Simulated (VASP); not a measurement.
# Si5Ge (P-6m2) in VASP: a series of runs

The runs below take Si5Ge through single point, relaxation of cell and atoms, with PBE.

Program: VASP 6.6.1. These are calculated values, not measurements. Logs are shortened: lines on timing, memory, paths and dates and some standing lists are left out, and cuts for length are marked.

## Step 1: The cell of the first run

The structure is hexagonal, space group P-6m2 (No. 187). Conventional cell: a = 2.760 Å, b = 2.760 Å, c = 13.958 Å, α = 90.00°, β = 90.00°, γ = 120.00°. Within 3.6 Å of Si (site symmetry 3m) lie 12 Si at 2.72 to 2.76 Å. Si (site symmetry -6m2) has 12 Si at 2.73 to 2.76 Å within 3.6 Å. Within 3.6 Å of Si (site symmetry 3m) lie 9 Si at 2.72 to 2.76 Å and 3 Ge at 3.02 Å. Ge (site symmetry -6m2) has 6 Ge at 2.76 Å and 6 Si at 3.02 Å within 3.6 Å.

## Step 2: Single point, PBE

INCAR reads:

```
PREC = Accurate
ENCUT = 520
EDIFF = 1E-6
ISMEAR = 0
SIGMA = 0.1
LREAL = F
LASPH = T
NELM = 60
ALGO = Normal
ISIF = 2
LWAVE = F
LCHARG = F
GGA = PE
NBANDS = 26
```

KPOINTS reads:

```
regular mesh
0
Gamma
  18 18 4
```

POSCAR reads:

```
Si5Ge
1.0
    2.7599531040      0.0000000000      0.0000000000
   -1.3799765520      2.3901895013      0.0000000000
    0.0000000000      0.0000000000     13.9575066839
Si Ge
5 1
Direct
    0.3333333333      0.6666666667      0.8416044141
    0.3333333333      0.6666666667      0.1583955859
    0.6666666667      0.3333333333      0.0000000000
    0.6666666667      0.3333333333      0.3161891041
    0.6666666667      0.3333333333      0.6838108959
    0.3333333333      0.6666666667      0.5000000000
```

Potentials or basis: VASP PAW PBE potentials, release 64 (Si, Ge_d).

Started as:

```sh
$ cat potpaw_PBE.64/Si/POTCAR potpaw_PBE.64/Ge_d/POTCAR > POTCAR
$ mpirun -np 1 vasp_std > vasp.out
```

OUTCAR:

```text
PREC = Accurate
   ENCUT = 520
   EDIFF = 1E-6
   ISMEAR = 0
   LREAL = F
   LASPH = T
   NELM = 60
   ISIF = 2
   GGA = PE

 ion  position               nearest neighbor table
   1  0.333  0.667  0.842-   5 2.72   5 2.72   5 2.72   3 2.73   3 2.73   3 2.73
   2  0.333  0.667  0.158-   4 2.72   4 2.72   4 2.72   3 2.73   3 2.73   3 2.73
   3  0.667  0.333  0.000-   1 2.73   2 2.73   1 2.73   2 2.73   1 2.73   2 2.73
   4  0.667  0.333  0.316-   2 2.72   2 2.72   2 2.72   6 3.02   6 3.02   6 3.02
   5  0.667  0.333  0.684-   1 2.72   1 2.72   1 2.72   6 3.02   6 3.02   6 3.02
   6  0.333  0.667  0.500-   4 3.02   5 3.02   4 3.02   5 3.02   4 3.02   5 3.02

  LATTYP: Found a hexagonal cell.
 ALAT       =     2.7599531040
 C/A-ratio  =     5.0571535667

  Lattice vectors:

 A1 = (   2.7599531040,   0.0000000000,   0.0000000000)
 A2 = (  -1.3799765520,   2.3901895013,   0.0000000000)
 A3 = (   0.0000000000,   0.0000000000,  13.9575066839)

Analysis of symmetry for initial positions (statically):
=====================================================================
 Subroutine PRICEL returns:
 Original cell was already a primitive cell.

 Routine SETGRP: Setting up the symmetry group for a
 hexagonal supercell.

 Subroutine GETGRP returns: Found 12 space group operations
 (whereof 12 operations were pure point group operations)
 out of a pool of 24 trial point group operations.

The static configuration has the point symmetry D_3h.

Analysis of symmetry for dynamics (positions and initial velocities):
=====================================================================
 Subroutine PRICEL returns:
 Original cell was already a primitive cell.

 Routine SETGRP: Setting up the symmetry group for a
 hexagonal supercell.

 Subroutine GETGRP returns: Found 12 space group operations
 (whereof 12 operations were pure point group operations)
 out of a pool of 24 trial point group operations.

The dynamic configuration has the point symmetry D_3h.

 Subroutine INISYM returns: Found 12 space group operations
 (whereof 12 operations are pure point group operations),
 and found     1 'primitive' translations

----------------------------------------------------------------------------------------

                                     Primitive cell

  volume of cell :      92.0750

  direct lattice vectors                    reciprocal lattice vectors
     2.759953104  0.000000000  0.000000000     0.362324997  0.209188435  0.000000000
    -1.379976552  2.390189501  0.000000000     0.000000000  0.418376869  0.000000000
     0.000000000  0.000000000 13.957506684     0.000000000  0.000000000  0.071646034

  length of vectors
     2.759953104  2.759953104 13.957506684     0.418376869  0.418376869  0.071646034

  position of ions in fractional coordinates (direct lattice)
     0.333333333  0.666666667  0.841604414
     0.333333333  0.666666667  0.158395586
     0.666666667  0.333333333  0.000000000
     0.666666667  0.333333333  0.316189104
     0.666666667  0.333333333  0.683810896
     0.333333333  0.666666667  0.500000000

  ion indices of the primitive-cell ions
   primitive index   ion index
                 1           1
                 2           2
                 3           3
                 4           4
                 5           5
                 6           6

----------------------------------------------------------------------------------------

 KPOINTS: regular mesh

Automatic generation of k-mesh.
 Grid dimensions read from file:
 generate k-points for:   18   18    4

 Generating k-lattice:

  Cartesian coordinates                     Fractional coordinates (reciprocal lattice)
     0.020129166  0.011621580  0.000000000     0.055555556  0.000000000  0.000000000
     0.000000000  0.023243159  0.000000000     0.000000000  0.055555556  0.000000000
     0.000000000  0.000000000  0.017911509     0.000000000  0.000000000  0.250000000

  Length of vectors
     0.023243159  0.023243159  0.017911509

  Shift w.r.t. Gamma in fractional coordinates (k-lattice)
     0.000000000  0.000000000  0.000000000

 Subroutine IBZKPT returns following result:
 ===========================================

 Found    111 irreducible k-points:

 Following reciprocal coordinates:
            Coordinates               Weight
  0.000000  0.000000  0.000000      1.000000
  0.055556  0.000000  0.000000      6.000000
  0.111111  0.000000  0.000000      6.000000
  0.166667  0.000000  0.000000      6.000000
  0.222222  0.000000  0.000000      6.000000
  0.277778  0.000000  0.000000      6.000000
[... 16 lines left out ...]
  0.333333  0.111111  0.000000     12.000000
  0.388889  0.111111  0.000000     12.000000
 [... further k-points ...]
   k-points           NKPTS =    111   k-points in BZ     NKDIM =    111   number of bands    NBANDS=     26
   number of dos      NEDOS =    301   number of ions     NIONS =      6
   total plane-waves  NPLWV =  62208
   dimension x,y,z NGX =    24 NGY =   24 NGZ =  108
   dimension x,y,z NGXF=    48 NGYF=   48 NGZF=  216
   ions per type =               5   1
   NGX,Y,Z   is equivalent  to a cutoff of  14.46, 14.46, 12.86 a.u.
   NGXF,Y,Z  is equivalent  to a cutoff of  28.91, 28.91, 25.73 a.u.
 SYSTEM =  unknown system
   PREC   = accura    normal or accurate (medium, high low for compatibility)
   ISTART =      0    job   : 0-new  1-cont  2-samecut
   ICHARG =      2    charge: 1-file 2-atom 10-const
   ISPIN  =      1    spin polarized calculation?
   LNONCOLLINEAR =      F non collinear calculations
   LSORBIT =      F    spin-orbit coupling
   LASPH  =      T    aspherical Exc in radial PAW
   ENCUT  =  520.0 eV  38.22 Ry    6.18 a.u.   5.13  5.13 25.95*2*pi/ulx,y,z
   NELM   =     60;   NELMIN=  2; NELMDL= -5     # of ELM steps
   EDIFF  = 0.1E-05   stopping-criterion for ELM
   LREAL  =      F    real-space projection
   EDIFFG = 0.1E-04   stopping-criterion for IOM
   NSW    =      0    number of steps for IOM
   IBRION =     -1    ionic relax: 0-MD 1-quasi-New 2-CG
   NFREE  =      0    steps in history (QN), initial steepest desc. (CG)
   ISIF   =      2    stress and relaxation
   ISYM   =      2    0-nonsym 1-usesym 2-fastsym
   POTIM  = 0.5000    time-step for ionic-motion
   TEBEG  =    0.0;   TEEND  =   0.0 temperature during run
   PSTRESS=    0.0 pullay stress
   NELECT =      34.0000    total number of electrons
   NUPDOWN=      -1.0000    fix difference up-down
   EMIN   =  10.00;   EMAX   =-10.00  energy-range for DOS
   EFERMI =   0.00;   METHOD = LEGACY
   ISMEAR =     0;   SIGMA  =   0.10  broadening in eV -4-tet -1-fermi 0-gaus
   EFERMI_NEDOS =   21; number of points for ismear=-14 and -15
   IALGO  =     38    algorithm
   IMIX   =      4    mixing-type and parameters
     AMIX     =   0.40;   BMIX     =  1.00
     AMIX_MAG =   1.60;   BMIX_MAG =  1.00
  volume/ion in A,a.u.               =      15.35       103.56
  Fermi-wavevector in a.u.,A,eV,Ry     =   1.174502  2.219487 18.768631  1.379455
  Thomas-Fermi vector in A             =   2.310898
   LORBIT       =      0    0 simple, 1 ext, 2 COOP (PROOUT), +10 PAW based schemes
   GGA     = PE    functional components
   LHFCALC =     F    Hartree Fock is set to
   AEXX    =    0.0000 exact exchange contribution
   IVDW    =     0    specifies the selected vdW correction
   LEPSILON=     F    determine dielectric tensor
   LRPA    =     F    only Hartree local field effects (RPA)
 non-spin polarized calculation
 Gauss-broadening in eV      SIGMA  =   0.10
  energy-cutoff  :      520.00
  volume of cell :       92.08
 maximum number of plane-waves:      2501
 NGX is ok and might be reduce to    24
   NGX = 11   NGY = 11   NGZ = 51

 number of electron      34.0000006 magnetization

 Free energy of the ion-electron system (eV)
  ---------------------------------------------------
  ext. energy  EPLUGINS =         0.00000000
  ---------------------------------------------------
  free energy    TOTEN  =       -28.58560350 eV

  energy without entropy =      -28.57819655  energy(sigma->0) =      -28.58190003

 E-fermi :   9.3214     XC(G=0): -11.1814

 val. band max:        9.3190319772   @ k =   0.3889   0.0556   0.2500
 cond. band min:       9.3837554650   @ k =   0.2778   0.0000   0.0000
 fundamental gap:      0.0647234878
 Fermi energy:         9.3214185698

 k-point     1 :       0.0000    0.0000    0.0000
  band No.  band energies     occupation
      1     -15.5585      2.00000
      2     -15.5294      2.00000
      3     -15.5294      2.00000
      4     -15.4224      2.00000
      5     -15.4224      2.00000
      6      -4.8498      2.00000
[... 18 lines left out ...]
     25      19.1363      0.00000
     26      19.1371      0.00000

 k-point     2 :       0.0556    0.0000    0.0000
  band No.  band energies     occupation
      1     -15.5553      2.00000
      2     -15.5303      2.00000
      3     -15.5243      2.00000
      4     -15.4254      2.00000
      5     -15.4230      2.00000
      6      -4.7712      2.00000
[... 18 lines left out ...]
     25      19.0443      0.00000
     26      19.1924      0.00000

 k-point     3 :       0.1111    0.0000    0.0000
  band No.  band energies     occupation
      1     -15.5503      2.00000
      2     -15.5287      2.00000
      3     -15.5096      2.00000
      4     -15.4341      2.00000
      5     -15.4249      2.00000
      6      -4.5356      2.00000
[... 572 lines left out ...]
 k-point    23 :       0.3333    0.1111    0.0000
  band No.  band energies     occupation
      1     -15.5757      2.00000
      2     -15.5065      2.00000
      3     -15.4480      2.00000
      4     -15.4399      2.00000
      5     -15.3811      2.00000
      6      -0.8098      2.00000
[... 18 lines left out ...]
     25      13.0904      0.00000
     26      13.2715      0.00000

 k-point    24 :       0.3889    0.1111    0.0000
  band No.  band energies     occupation
      1     -15.5811      2.00000
      2     -15.5136      2.00000
      3     -15.4505      2.00000
      4     -15.4224      2.00000
      5     -15.3741      2.00000
      6       0.3203      2.00000
[... 18 lines left out ...]
     25      12.8709      0.00000
     26      13.0653      0.00000

 [... further k-points ...]

------------------------ aborting loop because EDIFF is reached ----------------------------------------

  FORCE on cell =-STRESS in cart. coord.  units (eV):
  Direction    XX          YY          ZZ          XY          YZ          ZX
  --------------------------------------------------------------------------------------
  -------------------------------------------------------------------------------------
  Total        0.0146865      0.0146865     -0.0205317      0.0000000      0.0000000     -0.0000000
  in kB        0.2555569      0.2555569     -0.3572684      0.0000000      0.0000000     -0.0000000
  external PRESSURE =       0.0512818 kB  Pullay stress =       0.0000000 kB

 VOLUME and BASIS-vectors are now :
 -----------------------------------------------------------------------------
  energy-cutoff  :      520.00
  volume of cell :       92.08
      direct lattice vectors                 reciprocal lattice vectors
     2.759953104  0.000000000  0.000000000     0.362324997  0.209188435  0.000000000
    -1.379976552  2.390189501  0.000000000     0.000000000  0.418376869  0.000000000
     0.000000000  0.000000000 13.957506684     0.000000000  0.000000000  0.071646034

 POSITION                                       TOTAL-FORCE (eV/Angst)
 -----------------------------------------------------------------------------------
     -0.00000      1.59346     11.74670         0.000000     -0.000000     -0.000253
     -0.00000      1.59346      2.21081        -0.000000     -0.000000      0.000253
      1.37998      0.79673      0.00000         0.000000      0.000000      0.000000
      1.37998      0.79673      4.41321        -0.000000      0.000000     -0.004281
      1.37998      0.79673      9.54430        -0.000000      0.000000      0.004281
     -0.00000      1.59346      6.97875        -0.000000      0.000000      0.000000
 -----------------------------------------------------------------------------------
    total drift:                                0.000000     -0.000000     -0.000000

  FREE ENERGIE OF THE ION-ELECTRON SYSTEM (eV)
  ---------------------------------------------------
  free  energy   TOTEN  =       -28.5856035010 eV

  energy  without entropy=      -28.5781965505  energy(sigma->0) =      -28.58190003
```

Run time: 7.6 min. Hardware: 1 thread of Intel Xeon 8259CL, shared host; peak memory 0.39 GiB.

What came out:

* Free energy: -28.5856 eV
* Pressure: 0.0 GPa
* Largest force: 0.004 eV/Å
* Band gap on the k mesh: zero (bands 17 and 18 overlap by 10.74 eV)

Forces on the atoms (eV/Å):
```
Si   0.000  0.000  0.000
Si   0.000  0.000  0.000
Si   0.000  0.000  0.000
Si   0.000  0.000 -0.004
Si   0.000  0.000  0.004
Ge   0.000  0.000  0.000
```

(Part 1 of 2 ends here.)
